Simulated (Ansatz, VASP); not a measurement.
**Mn: VASP beside Ansatz**

INCAR

```
SYSTEM = Mn
PREC = Accurate
ENCUT = 600
EDIFF = 1E-6
ISMEAR = 0
SIGMA = 0.1
LREAL = .False.
LASPH = .True.
NELM = 150
ALGO = Normal
ISIF = 3
LWAVE = .False.
LCHARG = .False.
ISPIN = 2
MAGMOM = 0.71
LORBIT = 11
LMAXMIX = 4
GGA = PS
IBRION = 2
NSW = 80
EDIFFG = -0.01
```

File KPOINTS:

```
regular mesh
0
Gamma
  22 22 22
  0 0 0
```

POSCAR

```
Mn
1.0
   -1.3774373029      1.3774373029      1.3774373029
    1.3774373029     -1.3774373029      1.3774373029
    1.3774373029      1.3774373029     -1.3774373029
Mn
1
Direct
    0.0000000000      0.0000000000      0.0000000000
```

Input for Ansatz:

```yaml
crystal:
  lattice:
    - [-1.3774373029, 1.3774373029, 1.3774373029]
    - [1.3774373029, -1.3774373029, 1.3774373029]
    - [1.3774373029, 1.3774373029, -1.3774373029]
  atoms:
    - { symbol: Mn, position: [0.0, 0.0, 0.0], spin: 0.71 }
basis:
  ecutwfc: 420
kpoints:
  mp_grid: { grid: [22, 22, 22] }
hamiltonian:
  xc: pbesol
scf:
  occupations: { method: gaussian, width: 0.1 }
output:
  forces: true
  stress: true
  eigenvalues: true
  populations: true
  write_density: true
  write_potential: true
  elf: true
  volumetric_format: npy
magnetization:
  spin_polarized: true
relax:
  adjacent_minimum: "off"
  f_tol: 0.01
  max_steps: 60
  cell: { stress_tol: 0.1 }
```

Alike in both runs: task relaxation of cell and atoms; functional PBEsol; k mesh 22 × 22 × 22; occupations gaussian, width 0.1 eV; collinear spin.

|  | VASP | Ansatz |
| --- | --- | --- |
| version | VASP 6.6.1 | Ansatz 0.2.0 |
| potentials or method | VASP PAW PBE potentials, release 64 (Mn_pv), cutoff 600 eV | scalar-relativistic, plane waves, PAW |
| valence electrons in the cell | 13 | 15 |

Ansatz gave:

* gap on the k mesh at the Fermi level, each at its own relaxed structure (eV): none
* net moment per atom (μB): 0.63
* size of the moment on the site where the two differ most (μB): 0.62
* relaxed volume (Å³/atom): 10.46
* relaxed cell length with the largest relative difference (Å): 2.387

Task: Estimate VASP's values.

Result: gap on the k mesh at the Fermi level, each at its own relaxed structure (eV): none; net moment per atom (μB): 0.64; size of the moment on the site where the two differ most (μB): 0.64; relaxed volume (Å³/atom): 10.46; relaxed cell length with the largest relative difference (Å): 2.387.

VASP's potentials were made for PBE, not for PBEsol. Site moments also hang on the region over which each program counts them. A gap of «none» marks a metal or a gap that the smearing closes. VASP's potentials hold 13 valence electrons a cell and Ansatz's 15, so a difference there can come from the potentials and not from the codes.
